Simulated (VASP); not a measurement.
# C (Fd-3m) in VASP: further runs

C is run at these levels: PBEsol, PBE, revPBE+D4, RPBE+D4; tasks: single point.

Program: VASP 6.6.1. These are calculated values, not measurements. Logs are shortened: lines on timing, memory, paths and dates and some standing lists are left out, and cuts for length are marked.

## (1) The cell of the first run

Symmetry: Fd-3m, No. 227, cubic system. The conventional cell has a = 3.614 Å, b = 3.614 Å, c = 3.614 Å, α = 90.00°, β = 90.00°, γ = 90.00°. Within 2.1 Å of C (site symmetry -43m) lie 4 C at 1.56 Å.

## (2) Single point, PBEsol, collinear spin, zero start (volume scaled by 1.04)

File INCAR:

```
ALGO = Normal ; EDIFF = 1E-6
ENCUT = 520 ; GGA = PS
ISIF = 2 ; ISMEAR = 0
ISPIN = 2 ; LASPH = T
LCHARG = F ; LORBIT = 11
LREAL = F ; LWAVE = F
MAGMOM = 0 0 ; NBANDS = 15
NELM = 150 ; NUPDOWN = 0.0
PREC = Accurate ; SIGMA = 0.05
```

File KPOINTS:

```
k-points
0
Gamma
  13 13 13
```

File POSCAR:

```
C
1.0
    0.0000000000      1.8068380860      1.8068380860
    1.8068380860      0.0000000000      1.8068380860
    1.8068380860      1.8068380860      0.0000000000
C
2
Direct
    0.7500000000      0.7500000000      0.7500000000
    0.5000000000      0.5000000000      0.5000000000
```

Potentials or basis: VASP PAW PBE potentials, release 64 (C).

Launch:

```sh
$ cat potpaw_PBE.64/C/POTCAR > POTCAR
$ mpirun -np 1 vasp_std > vasp.out
```

OUTCAR:

```text
EDIFF = 1E-6
   ENCUT = 520
   GGA = PS
   ISIF = 2
   ISMEAR = 0
   ISPIN = 2
   LASPH = T
   LORBIT = 11
   LREAL = F
   NELM = 150
   NUPDOWN = 0.0
   PREC = Accurate

 ion  position               nearest neighbor table
   1  0.750  0.750  0.750-   2 1.56   2 1.56   2 1.56   2 1.56
   2  0.500  0.500  0.500-   1 1.56   1 1.56   1 1.56   1 1.56

  LATTYP: Found a face centered cubic cell.
 ALAT       =     3.6136761720

  Lattice vectors:

 A1 = (   0.0000000000,   1.8068380860,   1.8068380860)
 A2 = (   1.8068380860,   0.0000000000,   1.8068380860)
 A3 = (   1.8068380860,   1.8068380860,   0.0000000000)

Analysis of symmetry for initial positions (statically):
=====================================================================
 Subroutine PRICEL returns:
 Original cell was already a primitive cell.

 Routine SETGRP: Setting up the symmetry group for a
 face centered cubic supercell.

 Subroutine GETGRP returns: Found 48 space group operations
 (whereof 24 operations were pure point group operations)
 out of a pool of 48 trial point group operations.

The static configuration has the point symmetry T_d .
 The point group associated with its full space group is O_h .

Analysis of symmetry for dynamics (positions and initial velocities):
=====================================================================
 Subroutine PRICEL returns:
 Original cell was already a primitive cell.

 Routine SETGRP: Setting up the symmetry group for a
 face centered cubic supercell.

 Subroutine GETGRP returns: Found 48 space group operations
 (whereof 24 operations were pure point group operations)
 out of a pool of 48 trial point group operations.

The dynamic configuration has the point symmetry T_d .
 The point group associated with its full space group is O_h .

Analysis of structural, dynamic, and magnetic symmetry:
=====================================================================
 Subroutine PRICEL returns:
 Original cell was already a primitive cell.

 Routine SETGRP: Setting up the symmetry group for a
 face centered cubic supercell.

 Subroutine GETGRP returns: Found 48 space group operations
 (whereof 24 operations were pure point group operations)
 out of a pool of 48 trial point group operations.

The overall configuration has the point symmetry T_d .
 The point group associated with its full space group is O_h .

 Subroutine INISYM returns: Found 48 space group operations
 (whereof 24 operations are pure point group operations),
 and found     1 'primitive' translations

----------------------------------------------------------------------------------------

                                     Primitive cell

  volume of cell :      11.7974

  direct lattice vectors                    reciprocal lattice vectors
     0.000000000  1.806838086  1.806838086    -0.276726511  0.276726511  0.276726511
     1.806838086  0.000000000  1.806838086     0.276726511 -0.276726511  0.276726511
     1.806838086  1.806838086  0.000000000     0.276726511  0.276726511 -0.276726511

  length of vectors
     2.555254926  2.555254926  2.555254926     0.479304377  0.479304377  0.479304377

  position of ions in fractional coordinates (direct lattice)
     0.750000000  0.750000000  0.750000000
     0.500000000  0.500000000  0.500000000

  ion indices of the primitive-cell ions
   primitive index   ion index
                 1           1
                 2           2

----------------------------------------------------------------------------------------

 KPOINTS: k-points

Automatic generation of k-mesh.
 Grid dimensions read from file:
 generate k-points for:   13   13   13

 Generating k-lattice:

  Cartesian coordinates                     Fractional coordinates (reciprocal lattice)
    -0.021286655  0.021286655  0.021286655     0.076923077  0.000000000  0.000000000
     0.021286655 -0.021286655  0.021286655     0.000000000  0.076923077  0.000000000
     0.021286655  0.021286655 -0.021286655     0.000000000  0.000000000  0.076923077

  Length of vectors
     0.036869567  0.036869567  0.036869567

  Shift w.r.t. Gamma in fractional coordinates (k-lattice)
     0.000000000  0.000000000  0.000000000

 Subroutine IBZKPT returns following result:
 ===========================================

 Found     84 irreducible k-points:

 Following reciprocal coordinates:
            Coordinates               Weight
  0.000000  0.000000  0.000000      1.000000
  0.076923  0.000000  0.000000      8.000000
  0.153846  0.000000  0.000000      8.000000
  0.230769  0.000000  0.000000      8.000000
  0.307692  0.000000  0.000000      8.000000
  0.384615  0.000000  0.000000      8.000000
[... 16 lines left out ...]
  0.384615  0.153846  0.000000     24.000000
  0.461538  0.153846  0.000000     24.000000
 [... further k-points ...]
   k-points           NKPTS =     84   k-points in BZ     NKDIM =     84   number of bands    NBANDS=     15
   number of dos      NEDOS =    301   number of ions     NIONS =      2
   total plane-waves  NPLWV =   8000
   dimension x,y,z NGX =    20 NGY =   20 NGZ =   20
   dimension x,y,z NGXF=    40 NGYF=   40 NGZF=   40
   ions per type =               2
   NGX,Y,Z   is equivalent  to a cutoff of  13.01, 13.01, 13.01 a.u.
   NGXF,Y,Z  is equivalent  to a cutoff of  26.02, 26.02, 26.02 a.u.
 SYSTEM =  unknown system
   PREC   = accura    normal or accurate (medium, high low for compatibility)
   ISTART =      0    job   : 0-new  1-cont  2-samecut
   ICHARG =      2    charge: 1-file 2-atom 10-const
   ISPIN  =      2    spin polarized calculation?
   LNONCOLLINEAR =      F non collinear calculations
   LSORBIT =      F    spin-orbit coupling
   LASPH  =      T    aspherical Exc in radial PAW
   ENCUT  =  520.0 eV  38.22 Ry    6.18 a.u.   4.75  4.75  4.75*2*pi/ulx,y,z
   NELM   =    150;   NELMIN=  2; NELMDL= -5     # of ELM steps
   EDIFF  = 0.1E-05   stopping-criterion for ELM
   LREAL  =      F    real-space projection
   EDIFFG = 0.1E-04   stopping-criterion for IOM
   NSW    =      0    number of steps for IOM
   IBRION =     -1    ionic relax: 0-MD 1-quasi-New 2-CG
   NFREE  =      0    steps in history (QN), initial steepest desc. (CG)
   ISIF   =      2    stress and relaxation
   ISYM   =      2    0-nonsym 1-usesym 2-fastsym
   POTIM  = 0.5000    time-step for ionic-motion
   TEBEG  =    0.0;   TEEND  =   0.0 temperature during run
   PSTRESS=    0.0 pullay stress
   NELECT =       8.0000    total number of electrons
   NUPDOWN=       0.0000    fix difference up-down
   EMIN   =  10.00;   EMAX   =-10.00  energy-range for DOS
   EFERMI =   0.00;   METHOD = LEGACY
   ISMEAR =     0;   SIGMA  =   0.05  broadening in eV -4-tet -1-fermi 0-gaus
   EFERMI_NEDOS =   21; number of points for ismear=-14 and -15
   IALGO  =     38    algorithm
   IMIX   =      4    mixing-type and parameters
     AMIX     =   0.40;   BMIX     =  1.00
     AMIX_MAG =   1.60;   BMIX_MAG =  1.00
  volume/ion in A,a.u.               =       5.90        39.81
  Fermi-wavevector in a.u.,A,eV,Ry     =   1.438276  2.717948 28.145530  2.068638
  Thomas-Fermi vector in A             =   2.557261
   LORBIT       =     11    0 simple, 1 ext, 2 COOP (PROOUT), +10 PAW based schemes
   GGA     = PS    functional components
   LHFCALC =     F    Hartree Fock is set to
   AEXX    =    0.0000 exact exchange contribution
   IVDW    =     0    specifies the selected vdW correction
   LEPSILON=     F    determine dielectric tensor
   LRPA    =     F    only Hartree local field effects (RPA)
 spin polarized calculation
 Gauss-broadening in eV      SIGMA  =   0.05
  energy-cutoff  :      520.00
  volume of cell :       11.80
 maximum number of plane-waves:       331
   NGX =  9   NGY =  9   NGZ =  9

 number of electron       8.0000000 magnetization       0.0000000

 number of electron       8.0000000 magnetization      -0.0000000

 Free energy of the ion-electron system (eV)
  ---------------------------------------------------
  ext. energy  EPLUGINS =         0.00000000
  ---------------------------------------------------
  free energy    TOTEN  =       -19.21555116 eV

  energy without entropy =      -19.21555116  energy(sigma->0) =      -19.21555116

 E-fermi :   9.4528     XC(G=0): -13.2402

 val. band max:        9.1504451362   @ k =   0.0000   0.0000   0.0000
 cond. band min:      13.0771882058   @ k =   0.3846   0.3846   0.0000
 fundamental gap:      3.9267430696
 Fermi energy:         9.4527643403

 spin component 1

 k-point     1 :       0.0000    0.0000    0.0000
  band No.  band energies     occupation
      1     -11.8514      1.00000
      2       9.1504      1.00000
      3       9.1504      1.00000
      4       9.1504      1.00000
      5      14.5822      0.00000
      6      14.5822      0.00000
      7      14.5822      0.00000
      8      21.6374      0.00000
      9      27.6107      0.00000
     10      35.1876      0.00000
     11      35.1876      0.00000
     12      35.9558      0.00000
     13      35.9558      0.00000
     14      35.9558      0.00000
     15      42.7504      0.00000
[... 397 lines left out ...]
 k-point    24 :       0.4615    0.1538    0.0000
  band No.  band energies     occupation
      1      -6.9658      1.00000
      2      -1.8250      1.00000
      3       4.8251      1.00000
      4       5.3715      1.00000
      5      15.9722      0.00000
      6      19.4122      0.00000
      7      19.5395      0.00000
      8      22.5660      0.00000
      9      29.0548      0.00000
     10      31.5987      0.00000
     11      35.4955      0.00000
     12      35.8424      0.00000
     13      43.2208      0.00000
     14      48.5966      0.00000
     15      51.2058      0.00000

 [... further k-points ...]

 spin component 2

 k-point     1 :       0.0000    0.0000    0.0000
  band No.  band energies     occupation
      1     -11.8514      1.00000
      2       9.1504      1.00000
      3       9.1504      1.00000
      4       9.1504      1.00000
      5      14.5822      0.00000
      6      14.5822      0.00000
      7      14.5822      0.00000
      8      21.6374      0.00000
      9      27.6106      0.00000
     10      35.1876      0.00000
     11      35.1876      0.00000
     12      35.9558      0.00000
     13      35.9558      0.00000
     14      35.9558      0.00000
     15      42.7503      0.00000
[... 397 lines left out ...]
 k-point    24 :       0.4615    0.1538    0.0000
  band No.  band energies     occupation
      1      -6.9658      1.00000
      2      -1.8250      1.00000
      3       4.8251      1.00000
      4       5.3715      1.00000
      5      15.9722      0.00000
      6      19.4122      0.00000
      7      19.5395      0.00000
      8      22.5660      0.00000
      9      29.0547      0.00000
     10      31.5986      0.00000
     11      35.4955      0.00000
     12      35.8424      0.00000
     13      43.2208      0.00000
     14      48.5966      0.00000
     15      51.2057      0.00000

 [... further k-points ...]
[... 5 lines left out ...]
  --------------------------------------------------------------------------------------
  -------------------------------------------------------------------------------------
  Total       -1.4501910     -1.4501910     -1.4501910      0.0000000      0.0000000      0.0000000
  in kB     -196.9464206   -196.9464206   -196.9464206      0.0000000      0.0000000      0.0000000
  external PRESSURE =    -196.9464206 kB  Pullay stress =       0.0000000 kB

 VOLUME and BASIS-vectors are now :
 -----------------------------------------------------------------------------
  energy-cutoff  :      520.00
  volume of cell :       11.80
      direct lattice vectors                 reciprocal lattice vectors
     0.000000000  1.806838086  1.806838086    -0.276726511  0.276726511  0.276726511
     1.806838086  0.000000000  1.806838086     0.276726511 -0.276726511  0.276726511
     1.806838086  1.806838086  0.000000000     0.276726511  0.276726511 -0.276726511

 POSITION                                       TOTAL-FORCE (eV/Angst)
 -----------------------------------------------------------------------------------
      2.71026      2.71026      2.71026        -0.000000     -0.000000     -0.000000
      1.80684      1.80684      1.80684         0.000000      0.000000      0.000000
 -----------------------------------------------------------------------------------
    total drift:                                0.000000     -0.000000      0.000000

  FREE ENERGIE OF THE ION-ELECTRON SYSTEM (eV)
  ---------------------------------------------------
  free  energy   TOTEN  =       -19.2155511639 eV

  energy  without entropy=      -19.2155511639  energy(sigma->0) =      -19.21555116

 total charge

# of ion       s       p       d       tot
------------------------------------------
    1        0.818   1.702   0.000   2.520
    2        0.818   1.702   0.000   2.520
--------------------------------------------------
tot          1.635   3.404   0.000   5.039

 magnetization (x)

# of ion       s       p       d       tot
------------------------------------------
    1       -0.000  -0.000   0.000  -0.000
    2       -0.000  -0.000   0.000  -0.000
--------------------------------------------------
tot         -0.000  -0.000   0.000  -0.000
```

Wall time 20 s (1 thread of Intel Xeon 6975P-C, shared host); peak memory 0.14 GiB.

Results:

| Property | Result |
| --- | --- |
| Free energy | -19.2156 eV |
| Pressure | -19.7 GPa |
| Net moment | 0.00 μB per cell |
| Valence electrons inside the program's atomic spheres | C 2.52 |

Caveat: the cell differs from its parent crystal (volume scaled by 1.04); the PAW data sets were made with another functional, which shifts forces and pressure a little; the total moment is fixed, so each spin has its own Fermi level.

## (3) Single point, PBEsol, collinear spin, zero start (volume scaled by 1.06)

File INCAR:

```
SYSTEM = C
PREC = Accurate
ENCUT = 520
EDIFF = 1E-7
ISMEAR = 0
SIGMA = 0.05
LREAL = .False.
LASPH = .True.
NELM = 150
ALGO = Normal
ISIF = 2
LWAVE = .False.
LCHARG = .True.
ISPIN = 2
MAGMOM = 0 0
LORBIT = 11
NUPDOWN = 0.0
GGA = PS
LELF = .True.
LVHAR = .True.
NBANDS = 15
```

File KPOINTS:

```
regular mesh
0
Gamma
  13 13 13
  0 0 0
```

File POSCAR:

```
C
1.0
    0.0000000000      1.8183469191      1.8183469191
    1.8183469191      0.0000000000      1.8183469191
    1.8183469191      1.8183469191      0.0000000000
C
2
Direct
    0.7500000000      0.7500000000      0.7500000000
    0.5000000000      0.5000000000      0.5000000000
```

Potentials or basis: VASP PAW PBE potentials, release 64 (C).

Launch:

```sh
$ cat potpaw_PBE.64/C/POTCAR > POTCAR
$ mpirun -np 1 vasp_std > vasp.out
```

Run time: 27 s. Hardware: 1 thread of Intel Xeon 6975P-C, shared host; peak memory 0.14 GiB.

Results (log left out):

```
Free energy                                           : -19.1830 eV
Pressure                                              : -26.6 GPa
Net moment                                            : 0.00 μB per cell
Valence electrons inside the program's atomic spheres : C 2.50
```

Caveat: the cell differs from its parent crystal (volume scaled by 1.06); the PAW data sets were made with another functional, which shifts forces and pressure a little; the total moment is fixed, so each spin has its own Fermi level.

## (4) Single point, PBE

This run uses another cell than the first one, of 5.67 Å³/atom, 0.962 times its volume.

File INCAR:

```
PREC     = Accurate       # precision mode
ENCUT    = 520            # plane-wave cutoff, eV
EDIFF    = 1E-7           # SCF threshold, eV
ISMEAR   = 0              # smearing method
SIGMA    = 0.013000000000000001 # smearing width, eV
LREAL    = F              # projectors in reciprocal space
LASPH    = T              # aspherical terms in the spheres
NELM     = 80             # most SCF steps
ALGO     = Normal         # electronic algorithm
ISIF     = 2              # what is computed and relaxed
LWAVE    = F              # write WAVECAR
LCHARG   = T              # write CHGCAR
GGA      = PE             # functional
LELF     = T              # ELF
LVHAR    = T            
NBANDS   = 11             # bands
```

File KPOINTS:

```
Automatic mesh
0
Gamma
  13 13 13
```

File POSCAR:

```
C
1.0
    0.0000000000      1.7833700000      1.7833700000
    1.7833700000      0.0000000000      1.7833700000
    1.7833700000      1.7833700000      0.0000000000
C
2
Direct
    0.7500000000      0.7500000000      0.7500000000
    0.5000000000      0.5000000000      0.5000000000
```

Launch:

```sh
$ cat potpaw_PBE.64/C/POTCAR > POTCAR
$ mpirun -np 1 vasp_std > vasp.out
```

It took 15 s on 1 thread of AMD EPYC 7R13, shared host; peak memory 0.09 GiB.

It converged, with:

```yaml
Free_energy: -18.1853 eV
Pressure: 2.5 GPa
Band_gap_on_the_k_mesh: 4.14 eV, indirect (least direct gap 5.59 eV)
```

Levels at points of the mesh, in eV from the valence-band top:
```tsv
k point	band 1	band 2	band 3	band 4	band 5	band 6	band 7	band 8
(0.00, 0.00, 0.00)	-21.48	0.00	0.00	0.00	5.59	5.59	5.59	13.33
```

A k mesh can miss the band edges. As with any semilocal functional, this PBE gap is likely too small.

## (5) Single point, revPBE+D4

This run uses another cell than the first one, of 5.59 Å³/atom, 0.947 times its volume.

File INCAR:

```
PREC = Accurate
ENCUT = 520
EDIFF = 1E-6
ISMEAR = -1
SIGMA = 0.05
LREAL = F
LASPH = T
NELM = 80
ALGO = Normal
ISIF = 2
LWAVE = F
LCHARG = F
GGA = RE
IVDW = 13
NBANDS = 11
```

KPOINTS is that of step 4.

File POSCAR:

```
C
1.0
    0.0000000000      1.7745415853      1.7745415853
    1.7745415853      0.0000000000      1.7745415853
    1.7745415853      1.7745415853      0.0000000000
C
2
Direct
    0.7500000000      0.7500000000      0.7500000000
    0.5000000000      0.5000000000      0.5000000000
```

Launch:

```sh
$ cat potpaw_PBE.64/C/POTCAR > POTCAR
$ mpirun -np 1 vasp_std > vasp.out
```

Run time: 19 s. Hardware: 1 thread of AMD EPYC 7R13, shared host; peak memory 0.09 GiB.

Results (log left out):

* Free energy: -18.3777 eV
* Pressure: 0.7 GPa
* Band gap on the k mesh: 4.16 eV, indirect (least direct gap 5.63 eV)
* Dispersion energy per atom: -0.506 eV

Levels at points of the mesh, in eV from the valence-band top:
| k point | band 1 | band 2 | band 3 | band 4 | band 5 | band 6 | band 7 | band 8 | band 9 |
| --- | --- | --- | --- | --- | --- | --- | --- | --- | --- |
| (0.00, 0.00, 0.00) | -21.74 | 0.00 | 0.00 | 0.00 | 5.63 | 5.63 | 5.63 | 13.63 | 19.56 |

Caveat: the PAW data sets were made with another functional, which shifts forces and pressure a little. A k mesh can miss the band edges.

(Part 1 of 2 ends here.)
